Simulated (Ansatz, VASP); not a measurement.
## One calculation of Rh, two programs

```
Rh
1.0
     0.00000    1.93884    1.93884
     1.93884    0.00000    1.93884
     1.93884    1.93884    0.00000
Rh
1
Direct
  0.00000 0.00000 0.00000
```

Change from the starting cell: volume scaled by 1.06, crystal datasets.

Alike in both runs: task electric field gradients; functional PBE; k mesh 16 × 16 × 16; occupations fermi-dirac, width 0.03 eV; no spin polarisation.

|  | VASP | Ansatz |
| --- | --- | --- |
| version | VASP 6.6.1 | Ansatz 0.2.0 |
| potentials or method | VASP PAW PBE potentials, release 64 (Rh_pv), cutoff 520 eV | all-electron PAW with datasets made for the crystal, scalar-relativistic |

|  | VASP | Ansatz | Ansatz less VASP |
| --- | --- | --- | --- |
| pressure (GPa) | -8.6 | -8.7 | -0.07 |

Ansatz ran all-electron here, and VASP with PAW potentials.
